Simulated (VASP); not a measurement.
# Os (P6_3/mmc) in VASP: notebook, part 2 of 2

VASP 6.6.1.

## Step 4: Single point, PBE

This run uses another cell than the first one, of 21.46 Å³/atom.

INCAR

```
PREC = Accurate
ENCUT = 520
EDIFF = 1E-6
ISMEAR = 0
SIGMA = 0.1
LREAL = False
LASPH = True
NELM = 60
ALGO = Normal
ISIF = 2
LWAVE = False
LCHARG = True
GGA = PE
LELF = True
LVHAR = True
NBANDS = 24
```

KPOINTS

```
Automatic mesh
0
Gamma
  6 6 4
```

POSCAR

```
Os
1.0
    3.8762738873      0.0000000000      0.0000000000
   -1.9381369436      3.3569516584      0.0000000000
    0.0000000000      0.0000000000      6.5980782090
Os
4
Direct
    0.3333333333      0.6666666667      0.4369224993
    0.6666666667      0.3333333333      0.9369224993
    0.6666666667      0.3333333333      0.5630775007
    0.3333333333      0.6666666667      0.0630775007
```

Launch:

```
$ cat potpaw_PBE.64/Os/POTCAR > POTCAR
$ mpirun -np 1 vasp_std > vasp.out
```

It took 35 s on 1 thread of Intel Xeon Platinum 8488C (Sapphire Rapids), shared host; peak memory 0.2 GiB.

It converged, with:

```yaml
Free_energy: -39.9570 eV
Pressure: -1.1 GPa
Largest_force: 0.042 eV/Å
Band_gap_on_the_k_mesh: zero (bands 16 and 17 overlap by 0.33 eV)
```

Forces on the atoms (eV/Å):
```
Os   0.000  0.000  0.042
Os   0.000  0.000  0.042
Os   0.000  0.000 -0.042
Os   0.000  0.000 -0.042
```

Stress tensor (GPa, compression positive):
```
-1.26  0.00  0.00
 0.00 -1.26  0.00
 0.00  0.00 -0.87
```

Levels at points of the mesh, in eV from the Fermi level:
```
           k point  band 14  band 15  band 16  band 17  band 18  band 19
(0.00, 0.00, 0.00)    -0.84    -0.57    -0.57     0.38     0.38     1.99
(0.50, 0.00, 0.00)    -1.17    -0.77    -0.38     0.26     1.40     1.43
(0.00, 0.00, 0.50)    -1.74     0.04     0.04     0.04     0.04     2.29
(0.50, 0.00, 0.50)    -1.99    -0.18    -0.18     1.40     1.40     1.75
```

Caveat: spin-orbit coupling is left out, which moves the levels of the heavy elements.

## Step 5: Relaxation of cell and atoms, PBE

INCAR

```
SYSTEM = Os
  ALGO = Normal
  EDIFF = 1E-6
  EDIFFG = -0.04
  ENCUT = 600
  GGA = PE
  IBRION = 2
  ISIF = 3
  ISMEAR = 0
  LASPH = .TRUE.
  LCHARG = .FALSE.
  LREAL = .FALSE.
  LWAVE = .FALSE.
  NELM = 100
  NSW = 90
  PREC = Accurate
  SIGMA = 0.1
```

KPOINTS

```
k-points
0
G
  6 6 2
  0 0 0
```

POSCAR

```
Os
1.0
    2.9558810517      0.0000000000      0.0000000000
   -1.4779405259      2.5598680813      0.0000000000
    0.0000000000      0.0000000000      8.0505703441
Os
4
Direct
    0.0000000000      0.0000000000      0.2500000000
    0.0000000000      0.0000000000      0.7500000000
    0.3333333333      0.6666666667      0.7500000000
    0.6666666667      0.3333333333      0.2500000000
```

Potentials or basis: VASP PAW PBE potentials, release 64 (Os).

Launch:

```
$ cat potpaw_PBE.64/Os/POTCAR > POTCAR
$ mpirun -np 1 vasp_std > vasp.out
```

OUTCAR:

```text
SYSTEM = Os
   EDIFF = 1E-6
   EDIFFG = -0.04
   ENCUT = 600
   GGA = PE
   IBRION = 2
   ISIF = 3
   ISMEAR = 0
   LASPH = .TRUE.
   LREAL = .FALSE.
   NELM = 100
   NSW = 90
   PREC = Accurate

 ion  position               nearest neighbor table
   1  0.000  0.000  0.250-   4 1.71   4 1.71   4 1.71
   2  0.000  0.000  0.750-   3 1.71   3 1.71   3 1.71
   3  0.333  0.667  0.750-   2 1.71   2 1.71   2 1.71
   4  0.667  0.333  0.250-   1 1.71   1 1.71   1 1.71

  LATTYP: Found a hexagonal cell.
 ALAT       =     2.9558810517
 C/A-ratio  =     2.7235772358

  Lattice vectors:

 A1 = (   2.9558810517,   0.0000000000,   0.0000000000)
 A2 = (  -1.4779405259,   2.5598680813,   0.0000000000)
 A3 = (   0.0000000000,   0.0000000000,   8.0505703441)

Analysis of symmetry for initial positions (statically):
=====================================================================
 Subroutine PRICEL returns:
 Original cell was already a primitive cell.

 Routine SETGRP: Setting up the symmetry group for a
 hexagonal supercell.

 Subroutine GETGRP returns: Found 24 space group operations
 (whereof 12 operations were pure point group operations)
 out of a pool of 24 trial point group operations.

The static configuration has the point symmetry D_3d.
[... 149 lines left out ...]

 number of electron      32.0000004 magnetization

 Free energy of the ion-electron system (eV)
  ---------------------------------------------------
  ext. energy  EPLUGINS =         0.00000000
  ---------------------------------------------------
  free energy    TOTEN  =        29.97918305 eV

  energy without entropy =       29.99134926  energy(sigma->0) =       29.98526616

------------------------ aborting loop because EDIFF is reached ----------------------------------------

  FORCE on cell =-STRESS in cart. coord.  units (eV):
  Direction    XX          YY          ZZ          XY          YZ          ZX
  --------------------------------------------------------------------------------------
  -------------------------------------------------------------------------------------
  Total      241.7640609    241.7640609      0.9081268     -0.0000000      0.0000000     -0.0000000
  in kB     6358.7410065   6358.7410063     23.8850349     -0.0000001      0.0000000     -0.0000000
  external PRESSURE =    4247.1223493 kB  Pullay stress =       0.0000000 kB
[... 1085 lines left out ...]
     19       5.1194      0.00000
     20       5.1194      0.00000

[... ionic steps 4 to 24 ...]

--------------------------------------- Ionic step       25  -------------------------------------------

 number of electron      31.9999983 magnetization

------------------------ aborting loop because EDIFF is reached ----------------------------------------
[... 71 lines left out ...]
--------------------------------------- Ionic step       27  -------------------------------------------

 number of electron      31.9999983 magnetization

 Free energy of the ion-electron system (eV)
  ---------------------------------------------------
  ext. energy  EPLUGINS =         0.00000000
  ---------------------------------------------------
  free energy    TOTEN  =       -38.07993289 eV

  energy without entropy =      -38.05333538  energy(sigma->0) =      -38.06663413

 E-fermi :   6.0461     XC(G=0): -12.0958

 val. band max:        5.9452507660   @ k =   0.5000   0.0000   0.0000
 cond. band min:       6.0510216045   @ k =   0.1667   0.1667   0.0000
 fundamental gap:      0.1057708385
 Fermi energy:         6.0461054037
[... 351 lines left out ...]
  FREE ENERGIE OF THE ION-ELECTRON SYSTEM (eV)
  ---------------------------------------------------
  free  energy   TOTEN  =       -38.0799328882 eV

  energy  without entropy=      -38.0533353770  energy(sigma->0) =      -38.06663413

 reached required accuracy - stopping structural energy minimisation
```

OSZICAR:

```text
N       E                     dE             d eps       ncg     rms          rms(c)
DAV:   1     0.413284402320E+03    0.41328E+03   -0.17395E+04   560   0.174E+03
DAV:   2     0.569395850385E+02   -0.35634E+03   -0.34011E+03   572   0.602E+02
DAV:   3     0.267566334138E+02   -0.30183E+02   -0.28632E+02   752   0.149E+02
[... 501 lines left out ...]
DAV:   2    -0.380801455225E+02    0.40779E-03   -0.17737E-03   880   0.403E-01    0.106E-01
DAV:   3    -0.380800172088E+02    0.12831E-03   -0.80108E-04   936   0.232E-01    0.489E-02
DAV:   4    -0.380799332445E+02    0.83964E-04   -0.40421E-04   920   0.162E-01    0.241E-02
DAV:   5    -0.380799328745E+02    0.37001E-06   -0.31995E-05   856   0.576E-02    0.450E-03
DAV:   6    -0.380799328882E+02   -0.13711E-07   -0.16189E-06   376   0.106E-02
  27 F= -.38079933E+02 E0= -.38066634E+02  d E =-.491378E-03
```

CONTCAR:

```text
Os
   1.00000000000000
     4.1971302228191618   -0.0000000000316300   -0.0000000000000000
    -2.0985651115079693    3.6348213958749080    0.0000000000000000
    -0.0000000000000000   -0.0000000000000000    4.9378203804899830
  Os
     4
Direct
     0.0000000000000000    0.0000000000000000    0.2500000000000000
     0.0000000000000000    0.0000000000000000    0.7500000000000000
     0.3333333332999970    0.6666666667000030    0.7500000000000000
     0.6666666667000030    0.3333333332999970    0.2500000000000000

  0.00000000E+00  0.00000000E+00  0.00000000E+00
  0.00000000E+00  0.00000000E+00  0.00000000E+00
  0.00000000E+00  0.00000000E+00  0.00000000E+00
  0.00000000E+00  0.00000000E+00  0.00000000E+00
```

Run time: 7.8 min. Hardware: 1 thread of Intel Xeon Platinum 8488C (Sapphire Rapids), shared host; peak memory 0.21 GiB.

What came out:

```yaml
Free_energy: -38.0799 eV
Relaxed_volume: 18.83 Å³/atom
Relaxed_cell: a = 4.197 Å, b = 4.197 Å, c = 4.938 Å, α = 90.00°, β = 90.00°, γ = 120.00°
Space_group_after_relaxing_to_0.1_Å: P6_3/mmc (No. 194)
Pressure_after_relaxing: 0.3 GPa
Band_gap_on_the_k_mesh: zero (bands 16 and 17 overlap by 1.43 eV)
```

Final structure:
```yaml
crystal:
  lattice:
    - [4.19713, 0.00000, 0.00000]
    - [-2.09857, 3.63482, 0.00000]
    - [0.00000, 0.00000, 4.93782]
  atoms:
    - { symbol: Os, position: [0.00000, 0.00000, 0.25000] }
    - { symbol: Os, position: [0.00000, 0.00000, 0.75000] }
    - { symbol: Os, position: [0.33333, 0.66667, 0.75000] }
    - { symbol: Os, position: [0.66667, 0.33333, 0.25000] }
```

Levels at points of the mesh, in eV from the Fermi level:
| k point | band 13 | band 14 | band 15 | band 16 | band 17 | band 18 | band 19 | band 20 |
| --- | --- | --- | --- | --- | --- | --- | --- | --- |
| (0.00, 0.00, 0.00) | -2.14 | -1.88 | -1.88 | -1.19 | -0.47 | 0.59 | 1.09 | 1.09 |
| (0.50, 0.00, 0.00) | -1.37 | -0.39 | -0.10 | 0.74 | 0.92 | 1.05 | 1.37 | 1.89 |
| (0.00, 0.00, 0.50) | -1.66 | -1.66 | -1.66 | -1.66 | -0.45 | -0.45 | 0.03 | 0.03 |
| (0.50, 0.00, 0.50) | -1.41 | -1.41 | 0.09 | 0.09 | 0.36 | 0.36 | 0.61 | 0.61 |

Caveat: the k points lie up to 0.64 Å⁻¹ apart in the final cell, too coarse for converged energies and pressures of a metal; the volume moved by over 15 % at a fixed basis, so the end points are rough; the highest band is partly filled, so the run has too few bands; spin-orbit coupling is left out, which moves the levels of the heavy elements.

## Step 6: Summary

| task | cell | k mesh | cutoff (eV) | gap on the mesh (eV) | pressure (GPa) |
| --- | --- | --- | --- | --- | --- |
| single point | a = 2.956, b = 2.956, c = 8.051 Å, angles 90.0, 90.0, 120.0°, 4 atoms, atomic positions A | 9 × 9 × 2 | 520 | none | 428.8 |
| single point | a = 4.233, b = 4.233, c = 4.837 Å, angles 90.0, 90.0, 120.0°, 4 atoms, atomic positions A | 6 × 6 × 4 | 520 | none | -0.7 |
| single point | a = 3.876, b = 3.876, c = 6.598 Å, angles 90.0, 90.0, 120.0°, 4 atoms, atomic positions B | 6 × 6 × 4 | 520 | none | -1.1 |
| relaxation of cell and atoms | relaxed from a = 2.956, b = 2.956, c = 8.051 Å, angles 90.0, 90.0, 120.0°, 4 atoms, atomic positions A | 6 × 6 × 2 | 600 | none | 0.3 |

Alike in all rows: level PBE; potentials or basis VASP PAW PBE potentials, release 64 (Os); no spin polarisation; smearing gaussian 0.1 eV.

Caveats: some runs use coarse meshes; spin-orbit coupling is left out, which moves the levels of the heavy elements; atoms lie so close that the PAW spheres overlap strongly, which falsifies energies and pressures (at least some runs); the volume moved by over 15 % at a fixed basis, so the end points are rough (at least some runs); the highest band is partly filled, so the run has too few bands (at least some runs).

Total energies depend on the potentials used, so only differences within one code and one set of settings carry meaning.

The gap in the log of VASP goes by the Fermi energy; the results here count the filled bands.